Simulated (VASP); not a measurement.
SiNi3:

```
CELL_PARAMETERS angstrom
0.03303 3.50741 0.00179
0.08468 0.00179 3.45828
7.07820 0.06605 0.16936
ATOMIC_POSITIONS crystal
Si 0.98355 0.03799 0.50922
Si 0.04001 0.98670 0.00238
Ni 0.53662 0.51877 0.01443
Ni 0.46272 0.49060 0.48407
Ni 0.98111 0.49262 0.23852
Ni 0.98224 0.47669 0.75048
Ni 0.48357 0.98272 0.26252
Ni 0.53019 0.01391 0.73837
```

```yaml
Program: VASP 6.6.1
Task: relaxation of cell and atoms
Functional: PBE
Potentials_or_basis: VASP PAW PBE potentials, release 64 (Si, Ni)
Cutoff: 600 eV
k_mesh: 6 × 6 × 4
Occupations: gaussian, width 0.2 eV
Spin: no spin polarisation
```

At the start: pressure 6.6 GPa; volume 10.72 Å³/atom.

How do energy, volume and symmetry change on relaxing?

Over 16 steps the energy falls by 108.6 meV/atom and the volume is 10.79 Å³/atom (+0.6 %); space group P1 (No. 1, to 0.1 Å) before, Pm-3m (No. 221, to 0.1 Å).

Step by step:
| step | energy change (eV) | largest force (eV/Å) | pressure (GPa) | volume (Å³) |
| --- | --- | --- | --- | --- |
| 1 | 0.0000 | 2.3469 | 6.63 | 85.80 |
| 2 | -0.5264 | 0.7270 | -9.51 | 91.39 |
| 3 | -0.5412 | 0.8051 | -7.55 | 90.48 |
| 4 | -0.7522 | 0.6627 | 2.45 | 85.61 |
| 5 | -0.7536 | 0.6672 | 1.41 | 85.97 |
| 6 | -0.8267 | 0.3853 | 0.82 | 86.01 |
| 7 | -0.8431 | 0.3017 | 0.63 | 86.03 |
| 8 | -0.8602 | 0.1657 | -0.88 | 86.62 |
| 9 | -0.8613 | 0.1364 | -1.42 | 86.82 |
| 10 | -0.8648 | 0.1066 | 1.24 | 85.75 |
| 11 | -0.8665 | 0.0859 | 0.10 | 86.14 |
| 12 | -0.8665 | 0.0862 | 0.28 | 86.11 |
| 13 | -0.8665 | 0.0862 | 0.32 | 86.12 |
| 14 | -0.8683 | 0.0422 | 0.15 | 86.18 |
| 15 | -0.8685 | 0.0454 | 0.09 | 86.21 |
| 16 | -0.8687 | 0.0175 | -0.19 | 86.30 |

Final structure:
```xyz
8
Lattice="-0.0003 3.5075 -0.0002 0.0003 0.0002 3.5077 7.0147 0.0005 -0.0012" Properties=species:S:1:pos:R:3 pbc="T T T"
Si    3.5065    3.5048    3.5062
Si    7.0141    0.0020    3.5061
Ni    0.0011    1.7556    1.7533
Ni    3.5073    1.7529    1.7529
Ni    1.7547    3.5073    1.7530
Ni    5.2603    0.0016    1.7544
Ni    1.7535    1.7533    3.5071
Ni    5.2616    1.7554    0.0000
```
